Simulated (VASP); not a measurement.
# Si (I4_1/amd) in VASP: a series of runs, part 3 of 3

VASP 6.6.1. Earlier steps stand in the parts before.

### 4 Single point, LDA (strain +0.000 along x and y, +0.080 along z)

Input file INCAR:

```
SYSTEM = Si
PREC     = Accurate       ! precision mode
ENCUT    = 520            ! plane-wave cutoff, eV
EDIFF    = 1E-7           ! SCF threshold, eV
ISMEAR   = 0              ! smearing method
SIGMA    = 0.15           ! smearing width, eV
LREAL    = .False.        ! projectors in reciprocal space
LASPH    = .True.         ! aspherical terms in the spheres
NELM     = 60             ! most SCF steps
ALGO     = Normal         ! electronic algorithm
ISIF     = 2              ! what is computed and relaxed
LWAVE    = .False.        ! write WAVECAR
LCHARG   = .False.        ! write CHGCAR
GGA      = CA             ! functional
NBANDS   = 11             ! bands
```

Input file KPOINTS:

```
regular mesh
0
Gamma
  20 20 20
  0 0 0
```

Input file POSCAR:

```
Si
1.0
   -2.3713723045      2.3713723045      1.4356066211
    2.3713723045     -2.3713723045      1.4356066211
    2.3713723045      2.3713723045     -1.4356066211
Si
2
Direct
    0.2500000000      0.7500000000      0.5000000000
    0.5000000000      0.5000000000      0.0000000000
```

Potentials or basis: VASP PAW LDA potentials, release 64 (Si).

Started as:

```console
$ cat potpaw_LDA.64/Si/POTCAR > POTCAR
$ mpirun -np 1 vasp_std > vasp.out
```

OUTCAR:

```text
SYSTEM = Si
   PREC = Accurate
   ENCUT = 520
   EDIFF = 1E-7
   ISMEAR = 0
   LREAL = .False.
   LASPH = .True.
   NELM = 60
   ISIF = 2
   GGA = CA

 ion  position               nearest neighbor table
   1  0.250  0.750  0.500-   2 2.48   2 2.48   2 2.48   2 2.48
   2  0.500  0.500  0.000-   1 2.48   1 2.48   1 2.48   1 2.48

  LATTYP: Found a body centered tetragonal cell.
 ALAT       =     4.7427446090
 C/A-ratio  =     0.6053906501

  Lattice vectors:

 A1 = (  -2.3713723045,   2.3713723045,   1.4356066211)
 A2 = (   2.3713723045,  -2.3713723045,   1.4356066211)
 A3 = (   2.3713723045,   2.3713723045,  -1.4356066211)

Analysis of symmetry for initial positions (statically):
=====================================================================
 Subroutine PRICEL returns:
 Original cell was already a primitive cell.

 Routine SETGRP: Setting up the symmetry group for a
 body centered tetragonal supercell.

 Subroutine GETGRP returns: Found 16 space group operations
 (whereof  8 operations were pure point group operations)
 out of a pool of 16 trial point group operations.

The static configuration has the point symmetry D_2d.
 The point group associated with its full space group is D_4h.

Analysis of symmetry for dynamics (positions and initial velocities):
=====================================================================
 Subroutine PRICEL returns:
 Original cell was already a primitive cell.

 Routine SETGRP: Setting up the symmetry group for a
 body centered tetragonal supercell.

 Subroutine GETGRP returns: Found 16 space group operations
 (whereof  8 operations were pure point group operations)
 out of a pool of 16 trial point group operations.

The dynamic configuration has the point symmetry D_2d.
 The point group associated with its full space group is D_4h.

 Subroutine INISYM returns: Found 16 space group operations
 (whereof  8 operations are pure point group operations),
 and found     1 'primitive' translations

[... 115 lines left out ...]
  volume/ion in A,a.u.               =      16.15       108.96
  Fermi-wavevector in a.u.,A,eV,Ry     =   1.028190  1.942997 14.383722  1.057174
  Thomas-Fermi vector in A             =   2.162173
   LORBIT       =      0    0 simple, 1 ext, 2 COOP (PROOUT), +10 PAW based schemes
   GGA     = CA    functional components
   LHFCALC =     F    Hartree Fock is set to
   AEXX    =    0.0000 exact exchange contribution
   IVDW    =     0    specifies the selected vdW correction
   LEPSILON=     F    determine dielectric tensor
   LRPA    =     F    only Hartree local field effects (RPA)
 non-spin polarized calculation
 Gauss-broadening in eV      SIGMA  =   0.15
  energy-cutoff  :      520.00
  volume of cell :       32.29
 maximum number of plane-waves:       896
   NGX = 13   NGY = 13   NGZ = 13

 number of electron       8.0000000 magnetization

 Free energy of the ion-electron system (eV)
  ---------------------------------------------------
  ext. energy  EPLUGINS =         0.00000000
  ---------------------------------------------------
  free energy    TOTEN  =       -11.40990603 eV

  energy without entropy =      -11.40178306  energy(sigma->0) =      -11.40584455

 E-fermi :   8.3672     XC(G=0): -10.7523

 val. band max:        8.3658461118   @ k =  -0.1500   0.3500   0.0500
 cond. band min:       8.3697142128   @ k =  -0.1500  -0.4500   0.1000
 fundamental gap:      0.0038681010
 Fermi energy:         8.3671747483

 k-point     1 :       0.0000    0.0000    0.0000
  band No.  band energies     occupation
      1      -4.8239      2.00000
      2       6.4915      2.00000
      3       6.4915      2.00000
      4       7.3835      2.00000
      5      10.5412      0.00000
      6      14.5976      0.00000
      7      15.3522      0.00000
      8      16.8999      0.00000
      9      16.8999      0.00000
     10      18.5414      0.00000
     11      18.9275      0.00000
[... 309 lines left out ...]
 k-point    24 :      -0.3500    0.0500   -0.0000
  band No.  band energies     occupation
      1      -2.5122      2.00000
      2       4.3612      2.00000
      3       5.8552      2.00000
      4       6.7555      2.00000
      5       9.5125      0.00000
      6      11.6953      0.00000
      7      12.7964      0.00000
      8      13.5367      0.00000
      9      15.6674      0.00000
     10      16.2743      0.00000
     11      20.7512      0.00000

 [... further k-points ...]
[... 5 lines left out ...]
  --------------------------------------------------------------------------------------
  -------------------------------------------------------------------------------------
  Total       -1.0940426     -1.0940426     -1.8752849      0.0000000      0.0000000      0.0000000
  in kB      -54.2812558    -54.2812558    -93.0428291      0.0000000      0.0000000      0.0000000
  external PRESSURE =     -67.2017802 kB  Pullay stress =       0.0000000 kB

 VOLUME and BASIS-vectors are now :
 -----------------------------------------------------------------------------
  energy-cutoff  :      520.00
  volume of cell :       32.29
      direct lattice vectors                 reciprocal lattice vectors
    -2.371372304  2.371372304  1.435606621     0.000000000  0.210848376  0.348284824
     2.371372304 -2.371372304  1.435606621     0.210848376  0.000000000  0.348284824
     2.371372304  2.371372304 -1.435606621     0.210848376  0.210848376  0.000000000

 POSITION                                       TOTAL-FORCE (eV/Angst)
 -----------------------------------------------------------------------------------
      2.37137     -0.00000      0.71780        -0.000000      0.000000     -0.000000
      0.00000      0.00000      1.43561         0.000000     -0.000000      0.000000
 -----------------------------------------------------------------------------------
    total drift:                                0.000000      0.000000      0.000000

  FREE ENERGIE OF THE ION-ELECTRON SYSTEM (eV)
  ---------------------------------------------------
  free  energy   TOTEN  =       -11.4099060337 eV

  energy  without entropy=      -11.4017830565  energy(sigma->0) =      -11.40584455
```

OSZICAR:

```text
N       E                     dE             d eps       ncg     rms          rms(c)
DAV:   1     0.437558674890E+01    0.43756E+01   -0.33396E+03 14118   0.603E+02
DAV:   2    -0.110121364659E+02   -0.15388E+02   -0.14863E+02 18175   0.822E+01
DAV:   3    -0.114603225597E+02   -0.44819E+00   -0.44459E+00 18410   0.118E+01
DAV:   4    -0.114625101226E+02   -0.21876E-02   -0.21872E-02 17025   0.104E+00
DAV:   5    -0.114625224466E+02   -0.12324E-04   -0.12324E-04 17947   0.714E-02    0.402E+00
DAV:   6    -0.114278291612E+02    0.34693E-01   -0.12862E-02 16636   0.489E-01    0.232E+00
DAV:   7    -0.114099680527E+02    0.17861E-01   -0.25618E-02 16619   0.721E-01    0.173E-01
DAV:   8    -0.114099277867E+02    0.40266E-04   -0.21243E-03 16187   0.256E-01    0.485E-02
DAV:   9    -0.114099061096E+02    0.21677E-04   -0.59866E-05 17639   0.403E-02    0.467E-02
DAV:  10    -0.114099060700E+02    0.39634E-07   -0.40020E-06 16598   0.129E-02    0.533E-03
DAV:  11    -0.114099060337E+02    0.36361E-07   -0.97471E-08 12702   0.178E-03
   1 F= -.11409906E+02 E0= -.11405845E+02  d E =-.812298E-02
```

Run time: 79 s. Hardware: 1 thread of Intel Xeon 6975P-C (Granite Rapids), shared host; peak memory 0.27 GiB.

What came out:

* Free energy: -11.4099 eV
* Pressure: -6.7 GPa
* Band gap on the k mesh: zero (band 4 reaches 11.27 eV, above the bottom of band 5 at 4.52 eV)

Levels at points of the mesh, in eV from the Fermi level:
```csv
k point,band 1,band 2,band 3,band 4,band 5,band 6,band 7,band 8,band 9
"(0.00, 0.00, 0.00)",-13.19,-1.88,-1.88,-0.98,2.17,6.23,6.99,8.53,8.53
"(0.50, 0.00, 0.00)",-8.06,-6.71,-2.04,-1.68,-1.60,1.24,4.41,5.49,9.43
"(0.50, 0.50, 0.00)",-10.04,-10.04,0.82,0.82,3.44,3.44,6.23,6.23,7.85
"(0.50, 0.50, 0.50)",-7.57,-7.57,-6.22,-6.22,3.71,3.71,12.59,12.59,13.66
```

Caveat: the cell differs from its parent crystal (strain +0.000 along x and y, +0.080 along z).

### 5 Single point, LDA (strain +0.040 along x and y, +0.000 along z)

Input file INCAR:

```
PREC = Accurate
ENCUT = 520
EDIFF = 1E-6
ISMEAR = 0
SIGMA = 0.15
LREAL = F
LASPH = T
NELM = 60
ALGO = Normal
ISIF = 2
LWAVE = F
LCHARG = F
GGA = CA
NBANDS = 11
```

Input file KPOINTS:

```
Automatic mesh
0
Gamma
  20 20 20
```

Input file POSCAR:

```
Si
1.0
   -2.4662271967      2.4662271967      1.3292653899
    2.4662271967     -2.4662271967      1.3292653899
    2.4662271967      2.4662271967     -1.3292653899
Si
2
Direct
    0.2500000000      0.7500000000      0.5000000000
    0.5000000000      0.5000000000      0.0000000000
```

Potentials or basis: VASP PAW LDA potentials, release 64 (Si).

Started as:

```console
$ cat potpaw_LDA.64/Si/POTCAR > POTCAR
$ mpirun -np 1 vasp_std > vasp.out
```

OUTCAR:

```text
PREC = Accurate
   ENCUT = 520
   EDIFF = 1E-6
   ISMEAR = 0
   LREAL = F
   LASPH = T
   NELM = 60
   ISIF = 2
   GGA = CA

 ion  position               nearest neighbor table
   1  0.250  0.750  0.500-   2 2.55   2 2.55   2 2.55   2 2.55
   2  0.500  0.500  0.000-   1 2.55   1 2.55   1 2.55   1 2.55

  LATTYP: Found a body centered tetragonal cell.
 ALAT       =     4.9324543934
 C/A-ratio  =     0.5389874022

  Lattice vectors:

 A1 = (  -2.4662271967,   2.4662271967,   1.3292653899)
 A2 = (   2.4662271967,  -2.4662271967,   1.3292653899)
 A3 = (   2.4662271967,   2.4662271967,  -1.3292653899)

Analysis of symmetry for initial positions (statically):
=====================================================================
 Subroutine PRICEL returns:
 Original cell was already a primitive cell.

 Routine SETGRP: Setting up the symmetry group for a
 body centered tetragonal supercell.

 Subroutine GETGRP returns: Found 16 space group operations
 (whereof  8 operations were pure point group operations)
 out of a pool of 16 trial point group operations.

The static configuration has the point symmetry D_2d.
 The point group associated with its full space group is D_4h.

Analysis of symmetry for dynamics (positions and initial velocities):
=====================================================================
 Subroutine PRICEL returns:
 Original cell was already a primitive cell.

 Routine SETGRP: Setting up the symmetry group for a
 body centered tetragonal supercell.

 Subroutine GETGRP returns: Found 16 space group operations
 (whereof  8 operations were pure point group operations)
 out of a pool of 16 trial point group operations.

The dynamic configuration has the point symmetry D_2d.
 The point group associated with its full space group is D_4h.

 Subroutine INISYM returns: Found 16 space group operations
 (whereof  8 operations are pure point group operations),
 and found     1 'primitive' translations

[... 115 lines left out ...]
  volume/ion in A,a.u.               =      16.17       109.12
  Fermi-wavevector in a.u.,A,eV,Ry     =   1.027682  1.942038 14.369533  1.056131
  Thomas-Fermi vector in A             =   2.161640
   LORBIT       =      0    0 simple, 1 ext, 2 COOP (PROOUT), +10 PAW based schemes
   GGA     = CA    functional components
   LHFCALC =     F    Hartree Fock is set to
   AEXX    =    0.0000 exact exchange contribution
   IVDW    =     0    specifies the selected vdW correction
   LEPSILON=     F    determine dielectric tensor
   LRPA    =     F    only Hartree local field effects (RPA)
 non-spin polarized calculation
 Gauss-broadening in eV      SIGMA  =   0.15
  energy-cutoff  :      520.00
  volume of cell :       32.34
 maximum number of plane-waves:       888
   NGX = 13   NGY = 13   NGZ = 13

 number of electron       8.0000001 magnetization

 Free energy of the ion-electron system (eV)
  ---------------------------------------------------
  ext. energy  EPLUGINS =         0.00000000
  ---------------------------------------------------
  free energy    TOTEN  =       -11.42600434 eV

  energy without entropy =      -11.41749191  energy(sigma->0) =      -11.42174812

 E-fermi :   8.3590     XC(G=0): -10.7558

 val. band max:        8.3563233249   @ k =   0.4500   0.3000   0.0500
 cond. band min:       8.3722806190   @ k =  -0.0500   0.4500   0.0500
 fundamental gap:      0.0159572941
 Fermi energy:         8.3590408077

 k-point     1 :       0.0000    0.0000    0.0000
  band No.  band energies     occupation
      1      -4.8194      2.00000
      2       5.7530      2.00000
      3       5.9104      2.00000
      4       5.9104      2.00000
      5      10.1458      0.00000
      6      15.8512      0.00000
      7      16.4692      0.00000
      8      16.4692      0.00000
      9      17.4352      0.00000
     10      18.3043      0.00000
     11      18.5439      0.00000
[... 309 lines left out ...]
 k-point    24 :      -0.3500    0.0500    0.0000
  band No.  band energies     occupation
      1      -2.2820      2.00000
      2       4.1106      2.00000
      3       5.9287      2.00000
      4       7.2814      2.00000
      5       9.9479      0.00000
      6      11.9535      0.00000
      7      12.4669      0.00000
      8      12.8949      0.00000
      9      15.4410      0.00000
     10      15.9902      0.00000
     11      19.2654      0.00000

 [... further k-points ...]
[... 5 lines left out ...]
  --------------------------------------------------------------------------------------
  -------------------------------------------------------------------------------------
  Total       -1.8536695     -1.8536695     -1.4223873      0.0000000      0.0000000      0.0000000
  in kB      -91.8343252    -91.8343252    -70.4677820      0.0000000      0.0000000      0.0000000
  external PRESSURE =     -84.7121441 kB  Pullay stress =       0.0000000 kB

 VOLUME and BASIS-vectors are now :
 -----------------------------------------------------------------------------
  energy-cutoff  :      520.00
  volume of cell :       32.34
      direct lattice vectors                 reciprocal lattice vectors
    -2.466227197  2.466227197  1.329265390     0.000000000  0.202738823  0.376147610
     2.466227197 -2.466227197  1.329265390     0.202738823  0.000000000  0.376147610
     2.466227197  2.466227197 -1.329265390     0.202738823  0.202738823  0.000000000

 POSITION                                       TOTAL-FORCE (eV/Angst)
 -----------------------------------------------------------------------------------
      2.46623      0.00000      0.66463        -0.000000      0.000000     -0.000000
      0.00000      0.00000      1.32927         0.000000     -0.000000      0.000000
 -----------------------------------------------------------------------------------
    total drift:                                0.000000      0.000000      0.000000

  FREE ENERGIE OF THE ION-ELECTRON SYSTEM (eV)
  ---------------------------------------------------
  free  energy   TOTEN  =       -11.4260043375 eV

  energy  without entropy=      -11.4174919063  energy(sigma->0) =      -11.42174812
```

stdout:

```text
POSCAR found type information on POSCAR Si
 POSCAR found :  1 types and       2 ions
 scaLAPACK will be used
 LDA part: xc-table for (Slater(with rela. corr.)+CA(PZ))
 , standard interpolation
 POSCAR, INCAR and KPOINTS ok, starting setup
 FFT: planning ... GRIDC
 FFT: planning ... GRID_SOFT
 FFT: planning ... GRID
 WAVECAR not read
 entering main loop
```

Wall time 59 s (1 thread of Intel Xeon 6975P-C (Granite Rapids), shared host); peak memory 0.27 GiB.

Results:

```
Free energy            : -11.4260 eV
Pressure               : -8.5 GPa
Band gap on the k mesh : zero (band 4 reaches 10.24 eV, above the bottom of band 5 at 4.53 eV)
```

Caveat: the cell differs from its parent crystal (strain +0.040 along x and y, +0.000 along z).

### 6 Single point, LDA (strain +0.080 along x and y, -0.040 along z)

Input file INCAR:

```
SYSTEM = Si
PREC = Accurate ; ENCUT = 520
EDIFF = 1E-7 ; ISMEAR = 0
SIGMA = 0.15 ; LREAL = .FALSE.
LASPH = .TRUE. ; NELM = 80
ALGO = Normal ; ISIF = 2
LWAVE = .FALSE. ; LCHARG = .FALSE.
GGA = CA ; NBANDS = 11
```

Input file KPOINTS:

```
regular mesh
0
G
  20 20 20
  0 0 0
```

Input file POSCAR:

```
Si
1.0
   -2.5610820889      2.5610820889      1.2760947743
    2.5610820889     -2.5610820889      1.2760947743
    2.5610820889      2.5610820889     -1.2760947743
Si
2
Direct
    0.2500000000      0.7500000000      0.5000000000
    0.5000000000      0.5000000000      0.0000000000
```

Potentials or basis: VASP PAW LDA potentials, release 64 (Si).

Started as:

```console
$ cat potpaw_LDA.64/Si/POTCAR > POTCAR
$ mpirun -np 1 vasp_std > vasp.out
```

It took 86 s on 1 thread of Intel Xeon 6975P-C (Granite Rapids), shared host; peak memory 0.29 GiB.

The run converged. Its results:

| Quantity | Value |
| --- | --- |
| Free energy | -11.3014 eV |
| Pressure | -10.2 GPa |
| Band gap on the k mesh | zero (band 4 reaches 9.29 eV, above the bottom of band 5 at 4.41 eV) |

Stress tensor (GPa, compression positive):
```
-13.28   0.00   0.00
  0.00 -13.28   0.00
  0.00   0.00  -4.02
```

Levels at points of the mesh, in eV from the Fermi level:
```tsv
k point	band 1	band 2	band 3	band 4	band 5	band 6	band 7	band 8
(0.00, 0.00, 0.00)	-12.88	-3.74	-2.71	-2.71	1.73	7.07	7.07	7.45
(0.50, 0.00, 0.00)	-6.44	-5.84	-2.25	-1.61	-0.87	1.71	3.98	5.13
(0.50, 0.50, 0.00)	-10.23	-10.23	-0.18	-0.18	1.31	1.31	9.85	9.85
(0.50, 0.50, 0.50)	-8.53	-8.53	-6.20	-6.20	7.73	7.73	10.11	10.11
```

Caveat: the cell differs from its parent crystal (strain +0.080 along x and y, -0.040 along z).

### 7 The runs side by side

| cell | gap on the mesh (eV) | pressure (GPa) |
| --- | --- | --- |
| a = 3.714 Å, angles 96.8, 96.8, 139.8°, 2 atoms | none | -4.8 |
| a = 3.823 Å, angles 95.9, 95.9, 142.7°, 2 atoms | none | -5.9 |
| a = 3.648 Å, angles 98.9, 98.9, 133.7°, 2 atoms | none | -6.7 |
| a = 3.732 Å, angles 97.3, 97.3, 138.3°, 2 atoms | none | -8.5 |
| a = 3.840 Å, angles 96.3, 96.3, 141.2°, 2 atoms | none | -10.2 |

Alike in all rows: task single point; level LDA; potentials or basis VASP PAW LDA potentials, release 64 (Si); no spin polarisation; k mesh 20 × 20 × 20; cutoff (eV) 520; smearing gaussian 0.15 eV.

Absolute energies hang on the potentials; compare differences alone.
